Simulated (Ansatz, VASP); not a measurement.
One calculation of Cu, two programs

The input INCAR:

```
PREC = Accurate ; ENCUT = 520
EDIFF = 1E-6 ; ISMEAR = -1
SIGMA = 0.03 ; LREAL = F
LASPH = T ; NELM = 100
ALGO = Normal ; ISIF = 2
LWAVE = F ; LCHARG = F
GGA = PS ; NBANDS = 12
```

File KPOINTS:

```
regular mesh
0
Gamma
  17 17 17
```

The input POSCAR:

```
Cu
1.0
    0.0000000000      1.8075000000      1.7713500000
    1.8075000000      0.0000000000      1.7713500000
    1.8075000000      1.8075000000      0.0000000000
Cu
1
Direct
    0.0000000000      0.0000000000      0.0000000000
```

Input for Ansatz:

```yaml
crystal:
  lattice:
    - [0.0, 1.8075, 1.77135]
    - [1.8075, 0.0, 1.77135]
    - [1.8075, 1.8075, 0.0]
  atoms:
    - { symbol: Cu, position: [0.0, 0.0, 0.0] }
kpoints:
  mp_grid: { grid: [17, 17, 17] }
  band_path:
    path:
      - [0.0, 0.0, 0.0]
      - [0.0, 0.5, 0.5]
      - [0.25, 0.75, 0.5]
      - [0.0, 0.5, 0.0]
      - [0.0, 0.0, 0.0]
      - [0.5, 0.5, 0.0]
      - [0.3801541025, 0.6198458975, 0.0]
      - [-0.3801541025, 0.3801541025, 0.0]
      - [0.0, 0.0, 0.0]
    npoints: 5
scf:
  occupations: { method: fermi_dirac, width: 0.03 }
hamiltonian:
  xc: pbesol
  pseudopotentials: { kind: all_electron, lapw: { basis_error: 0.00025 } }
output:
  forces: true
  stress: true
  eigenvalues: true
```

Change from the starting cell: zz strain of -2 %.

Alike in both runs: task single point; functional PBEsol; k mesh 17 × 17 × 17; occupations fermi-dirac, width 0.03 eV; no spin polarisation.

|  | VASP | Ansatz |
| --- | --- | --- |
| version | VASP 6.6.1 | Ansatz 0.2.0 |
| potentials or method | VASP PAW PBE potentials, release 64 (Cu), cutoff 520 eV | all-electron LAPW, scalar-relativistic |

Ansatz gave:

```
pressure (GPa)                                                : -3.8
traceless stress, the component that is largest in VASP (GPa) : 0.83
```

**Question.** Which values does VASP return?

**Answer.** Pressure (GPa): -3.1; traceless stress, the component that is largest in VASP (GPa): 0.81.

VASP's potentials were made for PBE, not for PBEsol. Ansatz ran all-electron here, and VASP with PAW potentials.
